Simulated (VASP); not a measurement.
**CdS: relaxation of cell and atoms with RPBE+D4**

The system is CdS.

```
Cd S
1.0
     4.15000    0.00000    0.00000
    -2.07500    3.59401    0.00000
     0.00000    0.00000    6.73700
Cd S
2 2
Cartesian
  2.0750 1.1980 3.3685
  0.0000 2.3960 0.0000
  2.0750 1.1980 5.8949
  0.0000 2.3960 2.5264
```

| Property | Result |
| --- | --- |
| Program | VASP 6.6.1 |
| Task | relaxation of cell and atoms |
| Functional | RPBE |
| Dispersion | D4 |
| Potentials or basis | VASP PAW PBE potentials, release 64 (Cd, S) |
| Cutoff | 600 eV |
| k mesh | 7 × 7 × 4 |
| Occupations | fermi-dirac, width 0.05 eV |
| Spin | no spin polarisation |
| Dipole correction | no |
| Further INCAR settings | ALGO = Normal; EDIFF = 1e-07; IBRION = 2; EDIFFG = -0.01; NSW = 60; ISIF = 3 |

```
Relaxed volume                        : 25.21 Å³/atom
Relaxed cell                          : a = 4.157 Å, b = 4.157 Å, c = 6.739 Å, α = 90.00°, β = 90.00°, γ = 120.00°
Space group after relaxing (to 0.1 Å) : P6_3mc (No. 186)
Energy gained by relaxing             : 0.4 meV/atom
Ionic steps                           : 9
Pressure after relaxing               : 0.0 GPa
Band gap on the k mesh                : 1.38 eV
Dispersion energy per atom            : -0.590 eV
```

The path:
```tsv
step	energy change (eV)	largest force (eV/Å)	pressure (GPa)	volume (Å³)
1	0.0000	0.0771	0.23	100.48
2	-0.0011	0.0037	-0.07	101.00
3	-0.0012	0.0152	-0.02	100.92
4	-0.0012	0.0115	0.00	100.88
5	-0.0013	0.0034	0.05	100.79
6	-0.0013	0.0125	0.15	100.61
7	-0.0014	0.0022	0.08	100.73
8	-0.0014	0.0018	0.07	100.76
9	-0.0015	0.0003	0.02	100.85
```

Final structure:
```
Cd S
1.0
     4.15683    0.00000    0.00000
    -2.07841    3.59992    0.00000
     0.00000    0.00000    6.73922
Cd S
2 2
Direct
  0.66667 0.33333 0.49870
  0.33333 0.66667 0.99870
  0.66667 0.33333 0.87630
  0.33333 0.66667 0.37630
```

Levels at points of the mesh, in eV from the valence-band top:
| k point | band 16 | band 17 | band 18 | band 19 | band 20 | band 21 |
| --- | --- | --- | --- | --- | --- | --- |
| (0.00, 0.00, 0.00) | -0.03 | 0.00 | 0.00 | 1.38 | 2.89 | 6.56 |
| (0.00, 0.00, 0.50) | -0.38 | -0.38 | -0.38 | 2.97 | 2.97 | 6.33 |

Wall time 4.9 min on 1 thread of Intel(R) Xeon(R) Platinum 8488C (Sapphire Rapids), with other jobs on the host, peak memory 0.29 GiB.

Caveat: the PAW data sets were made with another functional, which shifts forces and pressure a little. A hybrid or GW would open this gap; RPBE tends to underestimate it.
